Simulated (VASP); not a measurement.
A run of VASP 6.6.1 is set up as follows.

The input INCAR:

```
  ALGO = Normal
  EDIFF = 1E-7
  ENCUT = 520
  GGA = PS
  ISIF = 2
  ISMEAR = 0
  LASPH = True
  LCHARG = True
  LELF = True
  LREAL = False
  LVHAR = True
  LWAVE = False
  NBANDS = 20
  NELM = 60
  PREC = Accurate
  SIGMA = 0.05
```

Contents of KPOINTS:

```
k-points
0
Gamma
  12 12 2
```

Contents of POSCAR:

```
WSe2
1.0
    3.1721450981      0.0000000000      0.0000000000
   -1.5860725490      2.7471582394      0.0000000000
    0.0000000000      0.0000000000     17.1610535863
W Se
1 2
Direct
    0.0000000000      0.0000000000      0.0000000000
    0.3333333333      0.6666666667      0.1003992715
    0.3333333333      0.6666666667      0.8996007285
```

Potentials or basis: VASP PAW PBE potentials, release 64 (W_sv, Se).

Launch:

```sh
$ cat potpaw_PBE.64/W_sv/POTCAR potpaw_PBE.64/Se/POTCAR > POTCAR
$ mpirun -np 1 vasp_std > vasp.out
```

Question: Estimate the band gap on the k mesh.

Answer: 1.47 eV (least direct gap 2.17 eV).

Question: Estimate the largest force.

Answer: 0.142 eV/Å.

Forces in eV/Å, atoms in the order of the input:
```
W    0.000  0.000  0.000
Se   0.000  0.000 -0.142
Se   0.000  0.000  0.142
```

Caveat: the cell differs from its parent crystal (strain -0.030 along x and y, +0.030 along z); there is no dipole correction, which matters where the two faces differ; the PAW data sets were made with another functional, which shifts forces and pressure a little; spin-orbit coupling is left out, which moves the levels of the heavy elements.
